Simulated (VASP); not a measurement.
# ScSbSe3 (P6/mmm) in VASP: a series of runs

The runs below take ScSbSe3 through relaxation of cell and atoms, single point, with PBE.

Everything below comes from runs of VASP 6.6.1. Logs are shortened: lines on timing, memory, paths and dates and some standing lists are left out, and cuts for length are marked.

### Step 1. The cell of the first run

The structure is hexagonal, space group P6/mmm (No. 191). Conventional cell: a = 6.000 Å, b = 6.000 Å, c = 4.931 Å, α = 90.00°, β = 90.00°, γ = 120.00°. Within 3.3 Å of Sc (site symmetry 6/mmm) lie 2 Sb at 2.47 Å and 6 Se at 3.00 Å. Within 3.3 Å of Sb (site symmetry 6/mmm) lie 2 Sc at 2.47 Å. Se (site symmetry mmm) has 2 Sc at 3.00 Å and 4 Se at 3.00 Å and 4 Sb at 3.88 Å within 3.9 Å.

The cell was generated, and may not be a known phase.

### Step 2. Relaxation of cell and atoms, PBE

INCAR reads:

```
SYSTEM = ScSbSe3
ALGO     = Normal         ! electronic algorithm
EDIFF    = 1E-6           ! SCF threshold, eV
EDIFFG   = -0.04          ! ionic threshold
ENCUT    = 600            ! plane-wave cutoff, eV
GGA      = PE             ! functional
IBRION   = 2              ! ionic algorithm
ISIF     = 3              ! what is computed and relaxed
ISMEAR   = 0              ! smearing method
LASPH    = .True.         ! aspherical terms in the spheres
LCHARG   = .False.        ! write CHGCAR
LREAL    = .False.        ! projectors in reciprocal space
LWAVE    = .False.        ! write WAVECAR
NELM     = 100            ! most SCF steps
NSW      = 90             ! ionic steps
PREC     = Accurate       ! precision mode
SIGMA    = 0.1            ! smearing width, eV
```

KPOINTS reads:

```
k-points
0
Gamma
  3 3 4
  0 0 0
```

POSCAR reads:

```
ScSbSe3
1.0
    5.9998103600      0.0000000000      0.0000000000
   -2.9999051800      5.1959881900      0.0000000000
    0.0000000000      0.0000000000      4.9309315000
Sc Sb Se
1 1 3
Direct
    0.0000000000      0.0000000000      0.5000000000
    0.0000000000      0.0000000000      0.0000000000
    0.5000000000      0.0000000000      0.5000000000
    0.0000000000      0.5000000000      0.5000000000
    0.5000000000      0.5000000000      0.5000000000
```

Potentials or basis: VASP PAW PBE potentials, release 64 (Sc_sv, Sb, Se).

On the command line:

```console
$ cat potpaw_PBE.64/Sc_sv/POTCAR potpaw_PBE.64/Sb/POTCAR potpaw_PBE.64/Se/POTCAR > POTCAR
$ mpirun -np 1 vasp_std > vasp.out
```

OUTCAR:

```text
SYSTEM = ScSbSe3
   EDIFF = 1E-6
   EDIFFG = -0.04
   ENCUT = 600
   GGA = PE
   IBRION = 2
   ISIF = 3
   ISMEAR = 0
   LASPH = .True.
   LREAL = .False.
   NELM = 100
   NSW = 90
   PREC = Accurate

 ion  position               nearest neighbor table
   1  0.000  0.000  0.500-   2 2.47   2 2.47   3 3.00   3 3.00   4 3.00   4 3.00   5 3.00   5 3.00

   2  0.000  0.000  0.000-   1 2.47   1 2.47
   3  0.500  0.000  0.500-   1 3.00   1 3.00
   4  0.000  0.500  0.500-   1 3.00   1 3.00
   5  0.500  0.500  0.500-   1 3.00   1 3.00

  LATTYP: Found a hexagonal cell.
 ALAT       =     5.9998103600
 C/A-ratio  =     0.8218478925

  Lattice vectors:

 A1 = (   5.9998103600,   0.0000000000,   0.0000000000)
 A2 = (  -2.9999051800,   5.1959881900,   0.0000000000)
 A3 = (   0.0000000000,   0.0000000000,   4.9309315000)

Analysis of symmetry for initial positions (statically):
=====================================================================
 Subroutine PRICEL returns:
 Original cell was already a primitive cell.

 Routine SETGRP: Setting up the symmetry group for a
 hexagonal supercell.

 Subroutine GETGRP returns: Found 24 space group operations
 (whereof 24 operations were pure point group operations)
 out of a pool of 24 trial point group operations.

The static configuration has the point symmetry D_6h.

Analysis of symmetry for dynamics (positions and initial velocities):
=====================================================================
 Subroutine PRICEL returns:
 Original cell was already a primitive cell.

 Routine SETGRP: Setting up the symmetry group for a
 hexagonal supercell.

 Subroutine GETGRP returns: Found 24 space group operations
 (whereof 24 operations were pure point group operations)
 out of a pool of 24 trial point group operations.

The dynamic configuration has the point symmetry D_6h.

 Subroutine INISYM returns: Found 24 space group operations
 (whereof 24 operations are pure point group operations),
 and found     1 'primitive' translations

----------------------------------------------------------------------------------------

                                     Primitive cell

  volume of cell :     153.7215

  direct lattice vectors                    reciprocal lattice vectors
     5.999810360  0.000000000  0.000000000     0.166671935  0.096228086  0.000000000
    -2.999905180  5.195988190  0.000000000     0.000000000  0.192456173  0.000000000
     0.000000000  0.000000000  4.930931500     0.000000000  0.000000000  0.202801438

  length of vectors
     5.999810360  5.999810360  4.930931500     0.192456173  0.192456173  0.202801438

  position of ions in fractional coordinates (direct lattice)
     0.000000000  0.000000000  0.500000000
     0.000000000  0.000000000  0.000000000
     0.500000000  0.000000000  0.500000000
     0.000000000  0.500000000  0.500000000
     0.500000000  0.500000000  0.500000000

  ion indices of the primitive-cell ions
   primitive index   ion index
                 1           1
                 2           2
                 3           3
                 4           4
                 5           5

----------------------------------------------------------------------------------------

 KPOINTS: k-points

Automatic generation of k-mesh.
 Grid dimensions read from file:
 generate k-points for:    3    3    4

 Generating k-lattice:

  Cartesian coordinates                     Fractional coordinates (reciprocal lattice)
     0.055557312  0.032076029  0.000000000     0.333333333 -0.000000000  0.000000000
     0.000000000  0.064152058  0.000000000     0.000000000  0.333333333  0.000000000
     0.000000000  0.000000000  0.050700360     0.000000000  0.000000000  0.250000000

  Length of vectors
     0.064152058  0.064152058  0.050700360

  Shift w.r.t. Gamma in fractional coordinates (k-lattice)
     0.000000000  0.000000000  0.000000000

 Subroutine IBZKPT returns following result:
 ===========================================

 Found      9 irreducible k-points:

 Following reciprocal coordinates:
            Coordinates               Weight
  0.000000  0.000000  0.000000      1.000000
  0.333333 -0.000000  0.000000      6.000000
  0.333333  0.333333  0.000000      2.000000
  0.000000  0.000000  0.250000      2.000000
  0.333333 -0.000000  0.250000     12.000000
  0.333333  0.333333  0.250000      4.000000
  0.000000  0.000000  0.500000      1.000000
  0.333333 -0.000000  0.500000      6.000000
  0.333333  0.333333  0.500000      2.000000
   k-points           NKPTS =      9   k-points in BZ     NKDIM =      9   number of bands    NBANDS=     21
   number of dos      NEDOS =    301   number of ions     NIONS =      5
   total plane-waves  NPLWV =  92160
   dimension x,y,z NGX =    48 NGY =   48 NGZ =   40
   dimension x,y,z NGXF=    96 NGYF=   96 NGZF=   80
   ions per type =               1   1   3
   NGX,Y,Z   is equivalent  to a cutoff of  13.30, 13.30, 13.49 a.u.
   NGXF,Y,Z  is equivalent  to a cutoff of  26.60, 26.60, 26.97 a.u.
 SYSTEM =  ScSbSe3
   PREC   = accura    normal or accurate (medium, high low for compatibility)
   ISTART =      0    job   : 0-new  1-cont  2-samecut
   ICHARG =      2    charge: 1-file 2-atom 10-const
   ISPIN  =      1    spin polarized calculation?
   LNONCOLLINEAR =      F non collinear calculations
   LSORBIT =      F    spin-orbit coupling
   LASPH  =      T    aspherical Exc in radial PAW
   ENCUT  =  600.0 eV  44.10 Ry    6.64 a.u.  11.98 11.98  9.85*2*pi/ulx,y,z
   NELM   =    100;   NELMIN=  2; NELMDL= -5     # of ELM steps
   EDIFF  = 0.1E-05   stopping-criterion for ELM
   LREAL  =      F    real-space projection
   EDIFFG = -.4E-01   stopping-criterion for IOM
   NSW    =     90    number of steps for IOM
   IBRION =      2    ionic relax: 0-MD 1-quasi-New 2-CG
   NFREE  =      1    steps in history (QN), initial steepest desc. (CG)
   ISIF   =      3    stress and relaxation
   ISYM   =      2    0-nonsym 1-usesym 2-fastsym
   POTIM  = 0.5000    time-step for ionic-motion
   TEBEG  =    0.0;   TEEND  =   0.0 temperature during run
   PSTRESS=    0.0 pullay stress
   NELECT =      34.0000    total number of electrons
   NUPDOWN=      -1.0000    fix difference up-down
   EMIN   =  10.00;   EMAX   =-10.00  energy-range for DOS
   EFERMI =   0.00;   METHOD = LEGACY
   ISMEAR =     0;   SIGMA  =   0.10  broadening in eV -4-tet -1-fermi 0-gaus
   EFERMI_NEDOS =   21; number of points for ismear=-14 and -15
   IALGO  =     38    algorithm
   IMIX   =      4    mixing-type and parameters
     AMIX     =   0.40;   BMIX     =  1.00
     AMIX_MAG =   1.60;   BMIX_MAG =  1.00
  volume/ion in A,a.u.               =      30.74       207.47
  Fermi-wavevector in a.u.,A,eV,Ry     =   0.990048  1.870919 13.336363  0.980195
  Thomas-Fermi vector in A             =   2.121690
   LORBIT       =      0    0 simple, 1 ext, 2 COOP (PROOUT), +10 PAW based schemes
   GGA     = PE    functional components
   LHFCALC =     F    Hartree Fock is set to
   AEXX    =    0.0000 exact exchange contribution
   IVDW    =     0    specifies the selected vdW correction
   LEPSILON=     F    determine dielectric tensor
   LRPA    =     F    only Hartree local field effects (RPA)
 conjugate gradient relaxation of ions
 non-spin polarized calculation
 Gauss-broadening in eV      SIGMA  =   0.10
  energy-cutoff  :      600.00
  volume of cell :      153.72
 maximum number of plane-waves:      5154
 NGX is ok and might be reduce to    48
   NGX = 23   NGY = 23   NGZ = 19

--------------------------------------- Ionic step        1  -------------------------------------------

 number of electron      34.0000001 magnetization

 Free energy of the ion-electron system (eV)
  ---------------------------------------------------
  ext. energy  EPLUGINS =         0.00000000
  ---------------------------------------------------
  free energy    TOTEN  =       -19.58094788 eV

  energy without entropy =      -19.52677733  energy(sigma->0) =      -19.55386261

------------------------ aborting loop because EDIFF is reached ----------------------------------------

  FORCE on cell =-STRESS in cart. coord.  units (eV):
  Direction    XX          YY          ZZ          XY          YZ          ZX
  --------------------------------------------------------------------------------------
  -------------------------------------------------------------------------------------
  Total       -6.0065990     -6.0065990     16.7566819      0.0000000      0.0000000      0.0000000
  in kB      -62.6043589    -62.6043589    174.6481381      0.0000000      0.0000000      0.0000000
  external PRESSURE =      16.4798068 kB  Pullay stress =       0.0000000 kB

 VOLUME and BASIS-vectors are now :
 -----------------------------------------------------------------------------
  energy-cutoff  :      600.00
  volume of cell :      153.72
      direct lattice vectors                 reciprocal lattice vectors
     5.999810360  0.000000000  0.000000000     0.166671935  0.096228086  0.000000000
    -2.999905180  5.195988190  0.000000000     0.000000000  0.192456173  0.000000000
     0.000000000  0.000000000  4.930931500     0.000000000  0.000000000  0.202801438
[... 40 lines left out ...]
 POSITION                                       TOTAL-FORCE (eV/Angst)
 -----------------------------------------------------------------------------------
      5.65209      0.00000      2.86408         0.000000     -0.000000      0.000000
      5.65209      0.00000      0.00000         0.000000      0.000000      0.000000
      2.82605      0.00000      2.86408        -0.000000      0.000000      0.000000
      4.23907      2.44743      2.86408         0.000000      0.000000      0.000000
      1.41302      2.44743      2.86408         0.000000      0.000000      0.000000
 -----------------------------------------------------------------------------------
    total drift:                                0.000000      0.000000     -0.000000

  FREE ENERGIE OF THE ION-ELECTRON SYSTEM (eV)
  ---------------------------------------------------
  free  energy   TOTEN  =       -21.0716809143 eV

  energy  without entropy=      -21.0340197342  energy(sigma->0) =      -21.05285032

--------------------------------------- Ionic step        3  -------------------------------------------

 number of electron      34.0000001 magnetization

 Free energy of the ion-electron system (eV)
  ---------------------------------------------------
  ext. energy  EPLUGINS =         0.00000000
  ---------------------------------------------------
  free energy    TOTEN  =       -21.07252884 eV

  energy without entropy =      -21.03491914  energy(sigma->0) =      -21.05372399

 E-fermi :   2.5216     XC(G=0):  -8.3100

 val. band max:        2.3896638547   @ k =   0.3333  -0.0000   0.2500
 cond. band min:       2.5317562015   @ k =   0.3333  -0.0000   0.5000
 fundamental gap:      0.1420923468
 Fermi energy:         2.5215658846

 k-point     1 :       0.0000    0.0000    0.0000
  band No.  band energies     occupation
      1     -47.2593      2.00000
      2     -25.9134      2.00000
      3     -25.9134      2.00000
      4     -25.8770      2.00000
      5     -12.2665      2.00000
      6      -9.2271      2.00000
[... 13 lines left out ...]
     20       3.8958      0.00000
     21       4.4268      0.00000
[... 212 lines left out ...]
 POSITION                                       TOTAL-FORCE (eV/Angst)
 -----------------------------------------------------------------------------------
      0.00000      0.00000      2.85270         0.000000      0.000000      0.000000
      0.00000      0.00000      0.00000         0.000000      0.000000      0.000000
      2.83101      0.00000      2.85270         0.000000     -0.000000      0.000000
     -1.41550      2.45172      2.85270        -0.000000      0.000000      0.000000
      1.41550      2.45172      2.85270         0.000000     -0.000000      0.000000
 -----------------------------------------------------------------------------------
    total drift:                                0.000000      0.000000     -0.000000

  FREE ENERGIE OF THE ION-ELECTRON SYSTEM (eV)
  ---------------------------------------------------
  free  energy   TOTEN  =       -21.0725288412 eV

  energy  without entropy=      -21.0349191429  energy(sigma->0) =      -21.05372399

 reached required accuracy - stopping structural energy minimisation
```

It took 3 min on 1 thread of Oxide Virtual Turin-like, shared host; peak memory 0.3 GiB.

What came out:

```yaml
Free_energy: -21.0725 eV
Relaxed_volume: 31.68 Å³/atom
Relaxed_cell: a = 5.662 Å, b = 5.662 Å, c = 5.705 Å, α = 90.00°, β = 90.00°, γ = 120.00°
Space_group_after_relaxing_to_0.1_Å: P6/mmm (No. 191)
Energy_gained_by_relaxing: 298.3 meV/atom
Ionic_steps: 3
Pressure_after_relaxing: -0.1 GPa
Band_gap_on_the_k_mesh: zero (bands 17 and 18 overlap by 0.62 eV)
```

Step by step:
```tsv
step	energy change (eV)	largest force (eV/Å)	pressure (GPa)	volume (Å³)
1	0.0000	0.0000	1.65	153.72
2	-1.4907	0.0000	-0.08	158.48
3	-1.4916	0.0000	-0.13	158.40
```

Final structure:
```
Sc Sb Se
1.0
     5.66201    0.00000    0.00000
    -2.83101    4.90345    0.00000
     0.00000    0.00000    5.70540
Sc Sb Se
1 1 3
Cartesian
  0.0000 0.0000 2.8527
  0.0000 0.0000 0.0000
  2.8310 0.0000 2.8527
  -1.4155 2.4517 2.8527
  1.4155 2.4517 2.8527
```

Caveat: the k points lie up to 0.43 Å⁻¹ apart in the final cell, too coarse for converged energies and pressures of a metal; a cell axis changed by over 15 % at a fixed basis, so the end point is rough; spin-orbit coupling is left out, which moves the levels of the heavy elements.

(Continued in part 2 of 2.)

The gap in the log of VASP goes by the Fermi energy; the results here count the filled bands.